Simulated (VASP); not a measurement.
InSe:

```
CELL_PARAMETERS angstrom
1.97297 1.13909 8.32593
-1.97297 1.13909 8.32593
0.00000 -2.27819 8.32593
ATOMIC_POSITIONS crystal
In 0.88860 0.88860 0.88860
In 0.00000 0.00000 0.00000
Se 0.17190 0.17190 0.17190
Se 0.38350 0.38350 0.38350
```

Base run:

* Program: VASP 6.6.1
* Functional: BLYP
* Potentials or basis: VASP PAW PBE potentials, release 64 (In_d, Se)
* Cutoff: 520 eV
* k mesh: 8 × 8 × 8
* Occupations: fermi-dirac, width 0.05 eV
* Spin: no spin polarisation

Its results: band gap on the k mesh 0.50 eV; pressure 8.6 GPa; largest force 0.775 eV/Å.

Question: The run is repeated on the same cell with these changes: functional from BLYP to SVWN5. What comes out?

Answer: Band gap on the k mesh 0.31 eV; pressure 0.7 GPa; largest force 0.434 eV/Å.

SVWN5 binds more tightly than BLYP, so the same cell stands under less pressure.

Caveats: semilocal functionals underestimate gaps, and a narrow one can read as zero; the PAW data sets were made with another functional, which shifts forces and pressure a little; spin-orbit coupling is left out, which moves the levels of the heavy elements; the cell stands under pressure (at least some runs).

A k mesh can miss the band edges.
